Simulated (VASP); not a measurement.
## BN: relaxation of cell and atoms with BLYP

The system is BN.

```
N B
1.0
     0.00000    1.81300    1.81300
     1.81300    0.00000    1.81300
     1.81300    1.81300    0.00000
N B
1 1
Cartesian
  0.9065 0.9065 0.9065
  0.0000 0.0000 0.0000
```

```json
{
  "Program": "VASP 6.6.1",
  "Task": "relaxation of cell and atoms",
  "Functional": "BLYP",
  "Potentials or basis": "VASP PAW PBE potentials, release 64 (N, B)",
  "Cutoff": "600 eV",
  "k mesh": "13 × 13 × 13",
  "Occupations": "fermi-dirac, width 0.05 eV",
  "Spin": "no spin polarisation",
  "Dipole correction": "no",
  "Further INCAR settings": "ALGO = Normal; EDIFF = 1e-06; IBRION = 2; EDIFFG = -0.01; NSW = 60; ISIF = 3"
}
```

```json
{
 "Relaxed volume": "6.06 Å³/atom",
 "Relaxed cell": "a = 2.578 Å, b = 2.578 Å, c = 2.578 Å, α = 60.00°, β = 60.00°, γ = 60.00°",
 "Space group after relaxing (to 0.05 Å)": "F-43m (No. 216)",
 "Energy gained by relaxing": "1.8 meV/atom",
 "Ionic steps": "3",
 "Pressure after relaxing": "0.0 GPa",
 "Band gap on the k mesh": "4.91 eV, indirect (least direct gap 8.81 eV)"
}
```

Step by step:
| step | energy change (eV) | largest force (eV/Å) | pressure (GPa) | volume (Å³) |
| --- | --- | --- | --- | --- |
| 1 | 0.0000 | 0.0000 | 6.00 | 11.92 |
| 2 | -0.0003 | 0.0000 | -5.48 | 12.31 |
| 3 | -0.0036 | 0.0000 | 0.00 | 12.12 |

Final structure:
```
N B
1.0
     0.00000    1.82291    1.82291
     1.82291    0.00000    1.82291
     1.82291    1.82291    0.00000
N B
1 1
Direct
  0.25000 0.25000 0.25000
  0.00000 0.00000 0.00000
```

Levels at points of the mesh, in eV from the valence-band top:
```tsv
k point	band 1	band 2	band 3	band 4	band 5	band 6	band 7	band 8
(0.00, 0.00, 0.00)	-19.73	0.00	0.00	0.00	8.81	8.81	8.81	10.26
```

Run time: 12 s on 1 thread of Intel(R) Xeon(R) 6975P-C (Granite Rapids) (shared host), peak memory 0.12 GiB.

Caveat: the PAW data sets were made with another functional, which shifts forces and pressure a little. A k mesh can miss the band edges.
